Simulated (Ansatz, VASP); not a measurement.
## One calculation of PbS, two programs

```
Pb S
1.0
     3.65366    0.00000    0.00000
     0.00000    3.65366    0.00000
     0.00000    0.00000    3.65366
Pb S
1 1
Direct
  0.00000 0.00000 0.00000
  0.50000 0.50000 0.50000
```

Alike in both runs: task relaxation of cell and atoms; functional PBE; k mesh 7 × 7 × 7; occupations fermi-dirac, width 0.05 eV; no spin polarisation.

```csv
,VASP,Ansatz
version,VASP 6.6.1,Ansatz 0.2.0
potentials or method,"VASP PAW PBE potentials, release 64 (Pb_d, S)",Ansatz PAW
plane-wave cutoff (eV),600,420
valence electrons in the cell,20,20
```

|  | VASP | Ansatz | Ansatz less VASP |
| --- | --- | --- | --- |
| relaxed volume (Å³/atom) | 24.39 | 24.39 | 0.000 |
| relaxed length of the cell vector where the two differ most in proportion (Å) | 3.654 | 3.654 | 0.0000 |

Neither program's run includes spin-orbit coupling. Noted on VASP's run: the relaxation stopped at its first step, so nothing moved. Noted on Ansatz's run: the plane-wave basis is chosen anew once the cell has moved, so the energies of steps on either side of that aren't comparable.
